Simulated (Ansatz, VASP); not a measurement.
## One calculation of Be, two programs

Contents of INCAR:

```
SYSTEM = Be
  PREC = Accurate
  ENCUT = 520
  EDIFF = 1E-8
  ISMEAR = -1
  SIGMA = 0.05
  LREAL = .FALSE.
  LASPH = .TRUE.
  NELM = 100
  ALGO = Normal
  ISIF = 2
  LWAVE = .FALSE.
  LCHARG = .FALSE.
  GGA = PS
  LEFG = .TRUE.
  NBANDS = 12
```

The input KPOINTS:

```
Automatic mesh
0
G
  9 9 14
  0 0 0
```

File POSCAR:

```
Be
1.0
    3.7216668396      0.0000000000      0.0000000000
    0.0000000000      3.7216668396      0.0000000000
    0.0000000000      0.0000000000      2.2659689346
Be
4
Direct
    0.2974080000      0.2974080000      0.0000000000
    0.7025920000      0.7025920000      0.0000000000
    0.2025920000      0.7974080000      0.5000000000
    0.7974080000      0.2025920000      0.5000000000
```

Input for Ansatz:

```yaml
crystal:
  lattice:
    - [3.7216668396, 0.0, 0.0]
    - [0.0, 3.7216668396, 0.0]
    - [0.0, 0.0, 2.2659689346]
  atoms:
    - { symbol: Be, position: [0.297408, 0.297408, 0.0] }
    - { symbol: Be, position: [0.702592, 0.702592, 0.0] }
    - { symbol: Be, position: [0.202592, 0.797408, 0.5] }
    - { symbol: Be, position: [0.797408, 0.202592, 0.5] }
kpoints:
  mp_grid: { grid: [9, 9, 14] }
scf:
  occupations: { method: fermi_dirac, width: 0.05 }
hamiltonian:
  xc: pbesol
  pseudopotentials: { kind: all_electron, datasets: crystal }
output:
  forces: true
  stress: true
  eigenvalues: true
  efg: { contact_densities: true }
```

Change from the starting cell: volume scaled by 0.98, crystal datasets.

Alike in both runs: task electric field gradients; functional PBEsol; k mesh 9 × 9 × 14; occupations fermi-dirac, width 0.05 eV; no spin polarisation.

|  | VASP | Ansatz |
| --- | --- | --- |
| version | VASP 6.6.1 | Ansatz 0.2.0 |
| potentials or method | VASP PAW PBE potentials, release 64 (Be), cutoff 520 eV | all-electron PAW with datasets made for the crystal, scalar-relativistic |

|  | VASP | Ansatz | Ansatz less VASP |
| --- | --- | --- | --- |
| pressure (GPa) | 1.7 | 1.2 | -0.48 |
| traceless stress, the component that is largest in VASP (GPa) | -0.63 | -0.64 | -0.013 |
| rms of the force components (eV/Å) | 0.009 | 0.007 | -0.0022 |
| size of Vzz on the site where it differs most (V/Å²) | 1.7 | 1.4 | -0.30 |

VASP's potentials were made for PBE, not for PBEsol. Atom by atom the forces differ by 0.002 eV/Å (rms over components). Ansatz ran all-electron here, and VASP with PAW potentials.
